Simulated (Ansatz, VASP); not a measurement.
# CdS: VASP beside Ansatz

Contents of POSCAR:

```
CdS
1.0
    4.1500000000      0.0000000000      0.0000000000
   -2.0750000000      3.5940054257      0.0000000000
    0.0000000000      0.0000000000      6.7370000000
Cd S
2 2
Direct
    0.6666666667      0.3333333333      0.5000000000
    0.3333333333      0.6666666667      0.0000000000
    0.6666666667      0.3333333333      0.8750000000
    0.3333333333      0.6666666667      0.3750000000
```

INCAR.step1

```
SYSTEM = CdS
  PREC = Accurate
  ENCUT = 520
  EDIFF = 1E-5
  ISMEAR = -1
  SIGMA = 0.05
  LREAL = .False.
  LASPH = .True.
  NELM = 60
  ALGO = Normal
  ISIF = 2
  LWAVE = .True.
  GGA = PE
  NBANDS = 26
```

The input INCAR.step2:

```
SYSTEM = CdS
  PREC = Accurate
  ENCUT = 520
  EDIFF = 1E-6
  ISMEAR = -1
  SIGMA = 0.05
  LREAL = .False.
  LASPH = .True.
  NELM = 60
  ALGO = Normal
  ISIF = 2
  LWAVE = .False.
  LCHARG = .True.
  METAGGA = R2SCAN
  LHFCALC = .True.
  AEXX = 0.25
  LMIXTAU = .True.
  PRECFOCK = Normal
  LELF = .True.
  LVHAR = .True.
  ISTART = 1
  NBANDS = 26
```

The input KPOINTS:

```
Automatic mesh
0
Gamma
  4 4 3
  0 0 0
```

File input.yaml:

```yaml
crystal:
  lattice:
    - [4.15, 0.0, 0.0]
    - [-2.075, 3.5940054257, 0.0]
    - [0.0, 0.0, 6.737]
  atoms:
    - { symbol: Cd, position: [0.6666666667, 0.3333333333, 0.5] }
    - { symbol: Cd, position: [0.3333333333, 0.6666666667, 0.0] }
    - { symbol: S, position: [0.6666666667, 0.3333333333, 0.875] }
    - { symbol: S, position: [0.3333333333, 0.6666666667, 0.375] }
hamiltonian:
  xc: r2scan0
  pseudopotentials: { kind: paw }
kpoints:
  mp_grid: { grid: [4, 4, 3] }
scf:
  occupations: { method: fermi_dirac, width: 0.05 }
  n_extra_bands: 10
output:
  forces: true
  stress: true
  eigenvalues: true
  dos: { projected: true, de: 0.05 }
```

Alike in both runs: functional r2SCAN0; k mesh 4 × 4 × 3; occupations fermi-dirac, width 0.05 eV; no spin polarisation.

|  | VASP | Ansatz |
| --- | --- | --- |
| version | VASP 6.6.1 | Ansatz 0.2.0 |
| potentials or method | VASP PAW PBE potentials, release 64 (Cd, S) | Ansatz PAW |
| plane-wave cutoff (eV) | 520 | 500 |
| valence electrons in the cell | 36 | 52 |
| task | single point | projected density of states |

Ansatz gave:

```
gap on the k mesh at the Fermi level (eV)                     : 3.16
least direct gap on the mesh (eV)                             : 3.16
pressure (GPa)                                                : 0.2
traceless stress, the component that is largest in VASP (GPa) : 0.26
rms of the force components (eV/Å)                            : 0.038
```

Problem. What did VASP give for the same quantities?

Solution. gap on the k mesh at the Fermi level (eV): 3.19; least direct gap on the mesh (eV): 3.19; pressure (GPa): 0.4; traceless stress, the component that is largest in VASP (GPa): 0.27; rms of the force components (eV/Å): 0.039.

VASP's potentials were made for PBE, not for r2SCAN0. Atom by atom the forces differ by 0.001 eV/Å (rms over components). VASP's potentials hold 36 valence electrons a cell and Ansatz's 52, so a difference there can come from the potentials and not from the codes.

The k mesh is coarse, so the values compare programs but aren't converged. Noted on Ansatz's run: odd divisions of the mesh miss points on the zone boundary, where band edges often lie, so the gap on the mesh can be too wide.
